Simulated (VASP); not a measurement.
# ZnAg (Pm-3m) in VASP: notebook

Runs on ZnAg. Level: LDA. Tasks: single point, relaxation of cell and atoms.

All numbers are computed with VASP 6.6.1; they aren't measurements. Logs are shortened: lines on timing, memory, paths and dates and some standing lists are left out, and cuts for length are marked.

## 1. The cell of the first run

Symmetry: Pm-3m, No. 221, cubic system. The conventional cell has a = 3.076 Å, b = 3.076 Å, c = 3.076 Å, α = 90.00°, β = 90.00°, γ = 90.00°. Within 3.5 Å of Zn (site symmetry m-3m) lie 8 Ag at 2.66 Å and 6 Zn at 3.08 Å. Within 3.5 Å of Ag (site symmetry m-3m) lie 8 Zn at 2.66 Å and 6 Ag at 3.08 Å.

## 2. Single point, LDA

The input, INCAR:

```
PREC = Accurate
ENCUT = 520
EDIFF = 1E-6
ISMEAR = 0
SIGMA = 0.1
LREAL = F
LASPH = T
NELM = 100
ALGO = Normal
ISIF = 2
LWAVE = F
LCHARG = F
GGA = CA
NBANDS = 18
```

The input, KPOINTS:

```
Automatic mesh
0
Gamma
  14 14 14
```

The input, POSCAR:

```
ZnAg
1.0
    3.0760648179      0.0000000000      0.0000000000
    0.0000000000      3.0760648179      0.0000000000
    0.0000000000      0.0000000000      3.0760648179
Zn Ag
1 1
Direct
    0.5000000000      0.5000000000      0.5000000000
    0.0000000000      0.0000000000      0.0000000000
```

Potentials or basis: VASP PAW LDA potentials, release 64 (Zn, Ag).

Launch:

```sh
$ cat potpaw_LDA.64/Zn/POTCAR potpaw_LDA.64/Ag/POTCAR > POTCAR
$ mpirun -np 1 vasp_std > vasp.out
```

OUTCAR:

```text
PREC = Accurate
   ENCUT = 520
   EDIFF = 1E-6
   ISMEAR = 0
   LREAL = F
   LASPH = T
   NELM = 100
   ISIF = 2
   GGA = CA

 ion  position               nearest neighbor table
   1  0.500  0.500  0.500-   2 2.66   2 2.66   2 2.66   2 2.66   2 2.66   2 2.66   2 2.66   2 2.66

   2  0.000  0.000  0.000-   1 2.66   1 2.66   1 2.66   1 2.66   1 2.66   1 2.66   1 2.66   1 2.66

  LATTYP: Found a simple cubic cell.
 ALAT       =     3.0760648179

  Lattice vectors:

 A1 = (   3.0760648179,   0.0000000000,   0.0000000000)
 A2 = (   0.0000000000,   3.0760648179,   0.0000000000)
 A3 = (   0.0000000000,   0.0000000000,   3.0760648179)

Analysis of symmetry for initial positions (statically):
=====================================================================
 Subroutine PRICEL returns:
 Original cell was already a primitive cell.

 Routine SETGRP: Setting up the symmetry group for a
 simple cubic supercell.

 Subroutine GETGRP returns: Found 48 space group operations
 (whereof 48 operations were pure point group operations)
 out of a pool of 48 trial point group operations.

The static configuration has the point symmetry O_h .

Analysis of symmetry for dynamics (positions and initial velocities):
=====================================================================
 Subroutine PRICEL returns:
 Original cell was already a primitive cell.

 Routine SETGRP: Setting up the symmetry group for a
 simple cubic supercell.

 Subroutine GETGRP returns: Found 48 space group operations
 (whereof 48 operations were pure point group operations)
 out of a pool of 48 trial point group operations.

The dynamic configuration has the point symmetry O_h .

 Subroutine INISYM returns: Found 48 space group operations
 (whereof 48 operations are pure point group operations),
 and found     1 'primitive' translations

----------------------------------------------------------------------------------------

                                     Primitive cell

  volume of cell :      29.1063

  direct lattice vectors                    reciprocal lattice vectors
     3.076064818  0.000000000  0.000000000     0.325090679  0.000000000  0.000000000
     0.000000000  3.076064818  0.000000000     0.000000000  0.325090679  0.000000000
     0.000000000  0.000000000  3.076064818     0.000000000  0.000000000  0.325090679

  length of vectors
     3.076064818  3.076064818  3.076064818     0.325090679  0.325090679  0.325090679

  position of ions in fractional coordinates (direct lattice)
     0.500000000  0.500000000  0.500000000
     0.000000000  0.000000000  0.000000000

  ion indices of the primitive-cell ions
   primitive index   ion index
                 1           1
                 2           2

----------------------------------------------------------------------------------------

 KPOINTS: Automatic mesh

Automatic generation of k-mesh.
 Grid dimensions read from file:
 generate k-points for:   14   14   14

 Generating k-lattice:

  Cartesian coordinates                     Fractional coordinates (reciprocal lattice)
     0.023220763  0.000000000  0.000000000     0.071428571  0.000000000  0.000000000
     0.000000000  0.023220763  0.000000000     0.000000000  0.071428571  0.000000000
     0.000000000  0.000000000  0.023220763     0.000000000  0.000000000  0.071428571

  Length of vectors
     0.023220763  0.023220763  0.023220763

  Shift w.r.t. Gamma in fractional coordinates (k-lattice)
     0.000000000  0.000000000  0.000000000

 Subroutine IBZKPT returns following result:
 ===========================================

 Found    120 irreducible k-points:

 Following reciprocal coordinates:
            Coordinates               Weight
  0.000000  0.000000  0.000000      1.000000
  0.071429  0.000000  0.000000      6.000000
  0.142857  0.000000  0.000000      6.000000
  0.214286  0.000000  0.000000      6.000000
  0.285714  0.000000  0.000000      6.000000
  0.357143  0.000000  0.000000      6.000000
[... 16 lines left out ...]
  0.285714  0.214286  0.000000     24.000000
  0.357143  0.214286  0.000000     24.000000
 [... further k-points ...]
   k-points           NKPTS =    120   k-points in BZ     NKDIM =    120   number of bands    NBANDS=     18
   number of dos      NEDOS =    301   number of ions     NIONS =      2
   total plane-waves  NPLWV =  13824
   dimension x,y,z NGX =    24 NGY =   24 NGZ =   24
   dimension x,y,z NGXF=    48 NGYF=   48 NGZF=   48
   ions per type =               1   1
   NGX,Y,Z   is equivalent  to a cutoff of  12.97, 12.97, 12.97 a.u.
   NGXF,Y,Z  is equivalent  to a cutoff of  25.94, 25.94, 25.94 a.u.
 SYSTEM =  unknown system
   PREC   = accura    normal or accurate (medium, high low for compatibility)
   ISTART =      0    job   : 0-new  1-cont  2-samecut
   ICHARG =      2    charge: 1-file 2-atom 10-const
   ISPIN  =      1    spin polarized calculation?
   LNONCOLLINEAR =      F non collinear calculations
   LSORBIT =      F    spin-orbit coupling
   LASPH  =      T    aspherical Exc in radial PAW
   ENCUT  =  520.0 eV  38.22 Ry    6.18 a.u.   5.72  5.72  5.72*2*pi/ulx,y,z
   NELM   =    100;   NELMIN=  2; NELMDL= -5     # of ELM steps
   EDIFF  = 0.1E-05   stopping-criterion for ELM
   LREAL  =      F    real-space projection
   EDIFFG = 0.1E-04   stopping-criterion for IOM
   NSW    =      0    number of steps for IOM
   IBRION =     -1    ionic relax: 0-MD 1-quasi-New 2-CG
   NFREE  =      0    steps in history (QN), initial steepest desc. (CG)
   ISIF   =      2    stress and relaxation
   ISYM   =      2    0-nonsym 1-usesym 2-fastsym
   POTIM  = 0.5000    time-step for ionic-motion
   TEBEG  =    0.0;   TEEND  =   0.0 temperature during run
   PSTRESS=    0.0 pullay stress
   NELECT =      23.0000    total number of electrons
   NUPDOWN=      -1.0000    fix difference up-down
   EMIN   =  10.00;   EMAX   =-10.00  energy-range for DOS
   EFERMI =   0.00;   METHOD = LEGACY
   ISMEAR =     0;   SIGMA  =   0.10  broadening in eV -4-tet -1-fermi 0-gaus
   EFERMI_NEDOS =   21; number of points for ismear=-14 and -15
   IALGO  =     38    algorithm
   IMIX   =      4    mixing-type and parameters
     AMIX     =   0.40;   BMIX     =  1.00
     AMIX_MAG =   1.60;   BMIX_MAG =  1.00
  volume/ion in A,a.u.               =      14.55        98.21
  Fermi-wavevector in a.u.,A,eV,Ry     =   1.513522  2.860141 31.167514  2.290748
  Thomas-Fermi vector in A             =   2.623302
   LORBIT       =      0    0 simple, 1 ext, 2 COOP (PROOUT), +10 PAW based schemes
   GGA     = CA    functional components
   LHFCALC =     F    Hartree Fock is set to
   AEXX    =    0.0000 exact exchange contribution
   IVDW    =     0    specifies the selected vdW correction
   LEPSILON=     F    determine dielectric tensor
   LRPA    =     F    only Hartree local field effects (RPA)
 non-spin polarized calculation
 Gauss-broadening in eV      SIGMA  =   0.10
  energy-cutoff  :      520.00
  volume of cell :       29.11
 maximum number of plane-waves:       804
 NGX is ok and might be reduce to    24
   NGX = 11   NGY = 11   NGZ = 11

 number of electron      22.9999976 magnetization

 Free energy of the ion-electron system (eV)
  ---------------------------------------------------
  ext. energy  EPLUGINS =         0.00000000
  ---------------------------------------------------
  free energy    TOTEN  =        -5.79345328 eV

  energy without entropy =       -5.79201934  energy(sigma->0) =       -5.79273631

 E-fermi :   7.0669     XC(G=0): -12.8603

 val. band max:        6.9603348266   @ k =   0.5000   0.5000   0.2143
 cond. band min:       7.0937102959   @ k =   0.4286   0.3571   0.2143
 fundamental gap:      0.1333754694
 Fermi energy:         7.0668517974

 k-point     1 :       0.0000    0.0000    0.0000
  band No.  band energies     occupation
      1      -3.0909      2.00000
      2      -1.2978      2.00000
      3      -1.2978      2.00000
      4      -0.5686      2.00000
      5      -0.5686      2.00000
      6      -0.5686      2.00000
[... 10 lines left out ...]
     17      18.7310      0.00000
     18      26.7200      0.00000

 k-point     2 :       0.0714    0.0000    0.0000
  band No.  band energies     occupation
      1      -3.0014      2.00000
      2      -1.2779      2.00000
      3      -1.2703      2.00000
      4      -0.5699      2.00000
      5      -0.5699      2.00000
      6      -0.5604      2.00000
[... 10 lines left out ...]
     17      19.4105      0.00000
     18      26.3592      0.00000

 k-point     3 :       0.1429    0.0000    0.0000
  band No.  band energies     occupation
      1      -2.7370      2.00000
      2      -1.2206      2.00000
      3      -1.1925      2.00000
      4      -0.5732      2.00000
      5      -0.5732      2.00000
      6      -0.5370      2.00000
[... 10 lines left out ...]
     17      21.2657      0.00000
     18      25.5869      0.00000

 k-point     4 :       0.2143    0.0000    0.0000
  band No.  band energies     occupation
      1      -2.3125      2.00000
      2      -1.1332      2.00000
      3      -1.0761      2.00000
      4      -0.5767      2.00000
      5      -0.5767      2.00000
      6      -0.5026      2.00000
[... 375 lines left out ...]
      4      -0.6996      2.00000
      5      -0.4998      2.00000
      6      -0.4699      2.00000
[... 10 lines left out ...]
     17      23.3343      0.00000
     18      24.0474      0.00000

 k-point    23 :       0.2857    0.2143    0.0000
  band No.  band energies     occupation
      1      -1.4070      2.00000
      2      -0.9955      2.00000
      3      -0.7572      2.00000
      4      -0.7294      2.00000
      5      -0.5004      2.00000
      6      -0.3206      2.00000
[... 10 lines left out ...]
     17      23.2156      0.00000
     18      23.4323      0.00000

 k-point    24 :       0.3571    0.2143    0.0000
  band No.  band energies     occupation
      1      -1.2105      2.00000
      2      -0.9765      2.00000
      3      -0.7391      2.00000
      4      -0.6633      2.00000
      5      -0.5503      2.00000
      6       0.0370      2.00000
[... 10 lines left out ...]
     17      22.0339      0.00000
     18      22.4681      0.00000

 [... further k-points ...]

------------------------ aborting loop because EDIFF is reached ----------------------------------------

  FORCE on cell =-STRESS in cart. coord.  units (eV):
  Direction    XX          YY          ZZ          XY          YZ          ZX
  --------------------------------------------------------------------------------------
  -------------------------------------------------------------------------------------
  Total        0.0944271      0.0944271      0.0944271      0.0000000     -0.0000000     -0.0000000
  in kB        5.1978149      5.1978149      5.1978149      0.0000000     -0.0000000     -0.0000000
  external PRESSURE =       5.1978149 kB  Pullay stress =       0.0000000 kB

 VOLUME and BASIS-vectors are now :
 -----------------------------------------------------------------------------
  energy-cutoff  :      520.00
  volume of cell :       29.11
      direct lattice vectors                 reciprocal lattice vectors
     3.076064818  0.000000000  0.000000000     0.325090679  0.000000000  0.000000000
     0.000000000  3.076064818  0.000000000     0.000000000  0.325090679  0.000000000
     0.000000000  0.000000000  3.076064818     0.000000000  0.000000000  0.325090679

 POSITION                                       TOTAL-FORCE (eV/Angst)
 -----------------------------------------------------------------------------------
      1.53803      1.53803      1.53803         0.000000      0.000000      0.000000
      0.00000      0.00000      0.00000         0.000000      0.000000      0.000000
 -----------------------------------------------------------------------------------
    total drift:                                0.000000      0.000000     -0.000000

  FREE ENERGIE OF THE ION-ELECTRON SYSTEM (eV)
  ---------------------------------------------------
  free  energy   TOTEN  =        -5.7934532778 eV

  energy  without entropy=       -5.7920193377  energy(sigma->0) =       -5.79273631
```

Run time: 20 s. Hardware: 1 thread of Intel Xeon Platinum 8259CL at 2.50GHz (Skylake/Cascade Lake), shared host; peak memory 0.18 GiB.

What came out:

```
Free energy : -5.7935 eV
Pressure    : 0.5 GPa
```

## 3. Relaxation of cell and atoms, LDA

This run uses another cell than the first one, of 15.72 Å³/atom, 1.080 times its volume.

The input, INCAR:

```
PREC = Accurate
ENCUT = 600
EDIFF = 1E-7
ISMEAR = 0
SIGMA = 0.1
LREAL = F
LASPH = T
NELM = 100
ALGO = Normal
ISIF = 3
LWAVE = F
LCHARG = F
GGA = CA
IBRION = 2
NSW = 100
EDIFFG = -0.005
```

The input, KPOINTS:

```
regular mesh
0
Gamma
  14 14 14
```

The input, POSCAR:

```
ZnAg
1.0
    3.1560000000      0.0000000000      0.0000000000
    0.0000000000      3.1560000000      0.0000000000
    0.0000000000      0.0000000000      3.1560000000
Zn Ag
1 1
Direct
    0.5000000000      0.5000000000      0.5000000000
    0.0000000000      0.0000000000      0.0000000000
```

Potentials or basis: VASP PAW LDA potentials, release 64 (Zn, Ag).

Launch:

```sh
$ cat potpaw_LDA.64/Zn/POTCAR potpaw_LDA.64/Ag/POTCAR > POTCAR
$ mpirun -np 1 vasp_std > vasp.out
```

Run time: 1.9 min. Hardware: 1 thread of Intel Xeon Platinum 8259CL at 2.50GHz (Skylake/Cascade Lake), shared host; peak memory 0.21 GiB.

It converged, with:

- Free energy: -5.7945 eV
- Relaxed volume: 14.61 Å³/atom
- Relaxed cell: a = 3.080 Å, b = 3.080 Å, c = 3.080 Å, α = 90.00°, β = 90.00°, γ = 90.00°
- Space group after relaxing (to 0.05 Å): Pm-3m (No. 221)
- Energy gained by relaxing: 29.8 meV/atom
- Ionic steps: 3
- Pressure after relaxing: 0.0 GPa

The path:
| step | energy change (eV) | largest force (eV/Å) | pressure (GPa) | volume (Å³) |
| --- | --- | --- | --- | --- |
| 1 | 0.0000 | 0.0000 | -7.92 | 31.43 |
| 2 | -0.0381 | 0.0000 | 6.10 | 28.03 |
| 3 | -0.0597 | 0.0000 | -0.02 | 29.22 |

Final structure:
```
Zn Ag
1.0
     3.07993    0.00000    0.00000
     0.00000    3.07993    0.00000
     0.00000    0.00000    3.07993
Zn Ag
1 1
Cartesian
  1.5400 1.5400 1.5400
  0.0000 0.0000 0.0000
```

Levels at points of the mesh, in eV from the Fermi level:
| k point | band 8 | band 9 | band 10 | band 11 | band 12 | band 13 | band 14 | band 15 |
| --- | --- | --- | --- | --- | --- | --- | --- | --- |
| (0.00, 0.00, 0.00) | -5.77 | -4.51 | -4.51 | -4.51 | 5.39 | 5.39 | 5.39 | 11.10 |
| (0.50, 0.00, 0.00) | -5.48 | -5.46 | -5.46 | -4.68 | -2.72 | 10.97 | 10.97 | 11.20 |
| (0.50, 0.50, 0.00) | -4.70 | -4.70 | -4.11 | -1.91 | -1.91 | 1.69 | 2.41 | 11.09 |
| (0.50, 0.50, 0.50) | -6.69 | -4.08 | -4.08 | 1.78 | 4.17 | 4.17 | 4.17 | 4.98 |

[end of part 1 of 2]
